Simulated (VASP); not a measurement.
# AlCu (Pm-3m) in VASP: single point with PBEsol

Aim: the single point of AlCu with PBEsol.

Program: VASP 6.6.1. These are calculated values, not measurements. Logs are shortened: lines on timing, memory, paths and dates and some standing lists are left out, and cuts for length are marked.

## (1) The cell of the first run

It takes space group Pm-3m (No. 221, cubic). The conventional cell has a = 3.142 Å, b = 3.142 Å, c = 3.142 Å, α = 90.00°, β = 90.00°, γ = 90.00°. Within 3.6 Å of Al (site symmetry m-3m) lie 8 Cu at 2.72 Å and 6 Al at 3.14 Å. Within 3.6 Å of Cu (site symmetry m-3m) lie 8 Al at 2.72 Å and 6 Cu at 3.14 Å.

## (2) Single point, PBEsol (strained)

INCAR reads:

```
PREC = Accurate
ENCUT = 820
EDIFF = 1E-6
ISMEAR = 0
SIGMA = 0.1
LREAL = False
LASPH = True
NELM = 120
ALGO = Normal
ISIF = 2
LWAVE = False
LCHARG = False
GGA = PS
NBANDS = 18
GGA_COMPAT = False
```

KPOINTS reads:

```
regular mesh
0
Gamma
  14 14 14
```

POSCAR reads:

```
AlCu
1.0
    3.1421388092      0.0000000000      0.0000000000
    0.0000000000      3.1421388092      0.0000000000
    0.0000000000      0.0000000000      3.1421388092
Al Cu
1 1
Direct
    0.0000000000      0.0000000000      0.0000000000
    0.5000000000      0.5000000000      0.5000000000
```

Potentials or basis: VASP PAW PBE potentials, release 64 (Al, Cu_sv_GW).

Command:

```bash
$ cat potpaw_PBE.64/Al/POTCAR potpaw_PBE.64/Cu_sv_GW/POTCAR > POTCAR
$ mpirun -np 1 vasp_std > vasp.out
```

OUTCAR:

```text
PREC = Accurate
   ENCUT = 820
   EDIFF = 1E-6
   ISMEAR = 0
   LREAL = False
   LASPH = True
   NELM = 120
   ISIF = 2
   GGA = PS

 ion  position               nearest neighbor table
   1  0.000  0.000  0.000-   2 2.72   2 2.72   2 2.72   2 2.72   2 2.72   2 2.72   2 2.72   2 2.72

   2  0.500  0.500  0.500-   1 2.72   1 2.72   1 2.72   1 2.72   1 2.72   1 2.72   1 2.72   1 2.72

  LATTYP: Found a simple cubic cell.
 ALAT       =     3.1421388092

  Lattice vectors:

 A1 = (   3.1421388092,   0.0000000000,   0.0000000000)
 A2 = (   0.0000000000,   3.1421388092,   0.0000000000)
 A3 = (   0.0000000000,   0.0000000000,   3.1421388092)

Analysis of symmetry for initial positions (statically):
=====================================================================
 Subroutine PRICEL returns:
 Original cell was already a primitive cell.

 Routine SETGRP: Setting up the symmetry group for a
 simple cubic supercell.

 Subroutine GETGRP returns: Found 48 space group operations
 (whereof 48 operations were pure point group operations)
 out of a pool of 48 trial point group operations.

The static configuration has the point symmetry O_h .

Analysis of symmetry for dynamics (positions and initial velocities):
=====================================================================
 Subroutine PRICEL returns:
 Original cell was already a primitive cell.

 Routine SETGRP: Setting up the symmetry group for a
 simple cubic supercell.

 Subroutine GETGRP returns: Found 48 space group operations
 (whereof 48 operations were pure point group operations)
 out of a pool of 48 trial point group operations.

The dynamic configuration has the point symmetry O_h .

 Subroutine INISYM returns: Found 48 space group operations
 (whereof 48 operations are pure point group operations),
 and found     1 'primitive' translations

----------------------------------------------------------------------------------------

                                     Primitive cell

  volume of cell :      31.0225

  direct lattice vectors                    reciprocal lattice vectors
     3.142138809  0.000000000  0.000000000     0.318254559  0.000000000  0.000000000
     0.000000000  3.142138809  0.000000000     0.000000000  0.318254559  0.000000000
     0.000000000  0.000000000  3.142138809     0.000000000  0.000000000  0.318254559

  length of vectors
     3.142138809  3.142138809  3.142138809     0.318254559  0.318254559  0.318254559

  position of ions in fractional coordinates (direct lattice)
     0.000000000  0.000000000  0.000000000
     0.500000000  0.500000000  0.500000000

  ion indices of the primitive-cell ions
   primitive index   ion index
                 1           1
                 2           2

----------------------------------------------------------------------------------------

 KPOINTS: regular mesh

Automatic generation of k-mesh.
 Grid dimensions read from file:
 generate k-points for:   14   14   14

 Generating k-lattice:

  Cartesian coordinates                     Fractional coordinates (reciprocal lattice)
     0.022732468  0.000000000  0.000000000     0.071428571  0.000000000  0.000000000
     0.000000000  0.022732468  0.000000000     0.000000000  0.071428571  0.000000000
     0.000000000  0.000000000  0.022732468     0.000000000  0.000000000  0.071428571

  Length of vectors
     0.022732468  0.022732468  0.022732468

  Shift w.r.t. Gamma in fractional coordinates (k-lattice)
     0.000000000  0.000000000  0.000000000

 Subroutine IBZKPT returns following result:
 ===========================================

 Found    120 irreducible k-points:

 Following reciprocal coordinates:
            Coordinates               Weight
  0.000000  0.000000  0.000000      1.000000
  0.071429  0.000000  0.000000      6.000000
  0.142857  0.000000  0.000000      6.000000
  0.214286  0.000000  0.000000      6.000000
  0.285714  0.000000  0.000000      6.000000
  0.357143  0.000000  0.000000      6.000000
[... 16 lines left out ...]
  0.285714  0.214286  0.000000     24.000000
  0.357143  0.214286  0.000000     24.000000
 [... further k-points ...]
   k-points           NKPTS =    120   k-points in BZ     NKDIM =    120   number of bands    NBANDS=     18
   number of dos      NEDOS =    301   number of ions     NIONS =      2
   total plane-waves  NPLWV =  27000
   dimension x,y,z NGX =    30 NGY =   30 NGZ =   30
   dimension x,y,z NGXF=    60 NGYF=   60 NGZF=   60
   ions per type =               1   1
   NGX,Y,Z   is equivalent  to a cutoff of  15.87, 15.87, 15.87 a.u.
   NGXF,Y,Z  is equivalent  to a cutoff of  31.75, 31.75, 31.75 a.u.
 SYSTEM =  unknown system
   PREC   = accura    normal or accurate (medium, high low for compatibility)
   ISTART =      0    job   : 0-new  1-cont  2-samecut
   ICHARG =      2    charge: 1-file 2-atom 10-const
   ISPIN  =      1    spin polarized calculation?
   LNONCOLLINEAR =      F non collinear calculations
   LSORBIT =      F    spin-orbit coupling
   LASPH  =      T    aspherical Exc in radial PAW
   ENCUT  =  820.0 eV  60.27 Ry    7.76 a.u.   7.34  7.34  7.34*2*pi/ulx,y,z
   NELM   =    120;   NELMIN=  2; NELMDL= -5     # of ELM steps
   EDIFF  = 0.1E-05   stopping-criterion for ELM
   LREAL  =      F    real-space projection
   EDIFFG = 0.1E-04   stopping-criterion for IOM
   NSW    =      0    number of steps for IOM
   IBRION =     -1    ionic relax: 0-MD 1-quasi-New 2-CG
   NFREE  =      0    steps in history (QN), initial steepest desc. (CG)
   ISIF   =      2    stress and relaxation
   ISYM   =      2    0-nonsym 1-usesym 2-fastsym
   POTIM  = 0.5000    time-step for ionic-motion
   TEBEG  =    0.0;   TEEND  =   0.0 temperature during run
   PSTRESS=    0.0 pullay stress
   NELECT =      22.0000    total number of electrons
   NUPDOWN=      -1.0000    fix difference up-down
   EMIN   =  10.00;   EMAX   =-10.00  energy-range for DOS
   EFERMI =   0.00;   METHOD = LEGACY
   ISMEAR =     0;   SIGMA  =   0.10  broadening in eV -4-tet -1-fermi 0-gaus
   EFERMI_NEDOS =   21; number of points for ismear=-14 and -15
   IALGO  =     38    algorithm
   IMIX   =      4    mixing-type and parameters
     AMIX     =   0.40;   BMIX     =  1.00
     AMIX_MAG =   1.60;   BMIX_MAG =  1.00
  volume/ion in A,a.u.               =      15.51       104.67
  Fermi-wavevector in a.u.,A,eV,Ry     =   1.459902  2.758815 28.998284  2.131314
  Thomas-Fermi vector in A             =   2.576415
   LORBIT       =      0    0 simple, 1 ext, 2 COOP (PROOUT), +10 PAW based schemes
   GGA     = PS    functional components
   LHFCALC =     F    Hartree Fock is set to
   AEXX    =    0.0000 exact exchange contribution
   IVDW    =     0    specifies the selected vdW correction
   LEPSILON=     F    determine dielectric tensor
   LRPA    =     F    only Hartree local field effects (RPA)
 non-spin polarized calculation
 Gauss-broadening in eV      SIGMA  =   0.10
  energy-cutoff  :      820.00
  volume of cell :       31.02
 maximum number of plane-waves:      1675
 NGX is ok and might be reduce to    30
   NGX = 15   NGY = 15   NGZ = 15

 number of electron      21.9999987 magnetization

 Free energy of the ion-electron system (eV)
  ---------------------------------------------------
  ext. energy  EPLUGINS =         0.00000000
  ---------------------------------------------------
  free energy    TOTEN  =        -8.49882082 eV

  energy without entropy =       -8.49392026  energy(sigma->0) =       -8.49637054

 E-fermi :   7.2165     XC(G=0): -11.2102

 val. band max:        7.2087934661   @ k =   0.5000   0.4286   0.0714
 cond. band min:       7.2188227872   @ k =   0.4286   0.3571   0.0000
 fundamental gap:      0.0100293210
 Fermi energy:         7.2165483486

 k-point     1 :       0.0000    0.0000    0.0000
  band No.  band energies     occupation
      1    -105.8359      2.00000
      2     -63.3555      2.00000
      3     -63.3555      2.00000
      4     -63.3555      2.00000
      5      -3.0897      2.00000
      6       3.1496      2.00000
[... 10 lines left out ...]
     17      24.3776      0.00000
     18      24.3780      0.00000

 k-point     2 :       0.0714    0.0000    0.0000
  band No.  band energies     occupation
      1    -105.8360      2.00000
      2     -63.3559      2.00000
      3     -63.3558      2.00000
      4     -63.3558      2.00000
      5      -3.0115      2.00000
      6       3.1523      2.00000
[... 10 lines left out ...]
     17      23.2293      0.00000
     18      23.2381      0.00000

 k-point     3 :       0.1429    0.0000    0.0000
  band No.  band energies     occupation
      1    -105.8360      2.00000
      2     -63.3565      2.00000
      3     -63.3558      2.00000
      4     -63.3558      2.00000
      5      -2.7775      2.00000
      6       3.1493      2.00000
[... 10 lines left out ...]
     17      21.6175      0.00000
     18      21.6576      0.00000

 k-point     4 :       0.2143    0.0000    0.0000
  band No.  band energies     occupation
      1    -105.8360      2.00000
      2     -63.3573      2.00000
      3     -63.3557      2.00000
      4     -63.3557      2.00000
      5      -2.3902      2.00000
      6       3.0978      2.00000
[... 375 lines left out ...]
      4     -63.3555      2.00000
      5      -1.7061      2.00000
      6       3.1673      2.00000
[... 10 lines left out ...]
     17      20.1287      0.00000
     18      20.3586      0.00000

 k-point    23 :       0.2857    0.2143    0.0000
  band No.  band energies     occupation
      1    -105.8357      2.00000
      2     -63.3579      2.00000
      3     -63.3571      2.00000
      4     -63.3553      2.00000
      5      -1.1847      2.00000
      6       3.0160      2.00000
[... 10 lines left out ...]
     17      19.8523      0.00000
     18      21.2792      0.00000

 k-point    24 :       0.3571    0.2143    0.0000
  band No.  band energies     occupation
      1    -105.8357      2.00000
      2     -63.3588      2.00000
      3     -63.3570      2.00000
      4     -63.3553      2.00000
      5      -0.5317      2.00000
      6       2.6309      2.00000
[... 10 lines left out ...]
     17      19.7056      0.00000
     18      20.9908      0.00000

 [... further k-points ...]
[... 5 lines left out ...]
  --------------------------------------------------------------------------------------
  -------------------------------------------------------------------------------------
  Total       -3.0385495     -3.0385495     -3.0385495      0.0000000      0.0000000      0.0000000
  in kB     -156.9281303   -156.9281303   -156.9281303      0.0000000      0.0000000      0.0000000
  external PRESSURE =    -156.9281303 kB  Pullay stress =       0.0000000 kB

 VOLUME and BASIS-vectors are now :
 -----------------------------------------------------------------------------
  energy-cutoff  :      820.00
  volume of cell :       31.02
      direct lattice vectors                 reciprocal lattice vectors
     3.142138809  0.000000000  0.000000000     0.318254559  0.000000000  0.000000000
     0.000000000  3.142138809  0.000000000     0.000000000  0.318254559  0.000000000
     0.000000000  0.000000000  3.142138809     0.000000000  0.000000000  0.318254559

 POSITION                                       TOTAL-FORCE (eV/Angst)
 -----------------------------------------------------------------------------------
      0.00000      0.00000      0.00000         0.000000      0.000000      0.000000
      1.57107      1.57107      1.57107         0.000000      0.000000      0.000000
 -----------------------------------------------------------------------------------
    total drift:                                0.000000      0.000000      0.000000

  FREE ENERGIE OF THE ION-ELECTRON SYSTEM (eV)
  ---------------------------------------------------
  free  energy   TOTEN  =        -8.4988208177 eV

  energy  without entropy=       -8.4939202650  energy(sigma->0) =       -8.49637054
```

It took 71 s on 1 thread of Intel Xeon Platinum 8488C (Sapphire Rapids), shared host; peak memory 0.31 GiB.

What came out:

| Item | Value |
| --- | --- |
| Free energy | -8.4988 eV |
| Pressure | -15.7 GPa |
| Band gap on the k mesh | zero (bands 11 and 12 overlap by 4.31 eV) |

Levels at points of the mesh, in eV from the Fermi level:
```
           k point  band 7  band 8  band 9  band 10  band 11  band 12  band 13  band 14  band 15  band 16
(0.00, 0.00, 0.00)   -4.07   -3.27   -3.27    -3.27     3.59     3.59     3.59     6.23     6.23     8.17
(0.50, 0.00, 0.00)   -3.86   -3.63   -3.63    -3.22    -2.68     7.22     7.62     7.62     7.67     7.67
(0.50, 0.50, 0.00)   -3.53   -3.53   -3.08    -3.08    -2.96    -0.72    -0.35     8.99    12.16    12.17
(0.50, 0.50, 0.50)   -4.56   -2.94   -2.94     1.01     1.11     1.11     1.11     2.05     2.05     2.05
```

Caveat: the cell differs from its parent crystal (strained); the cell stands under tension; the PAW data sets were made with another functional, which shifts forces and pressure a little.
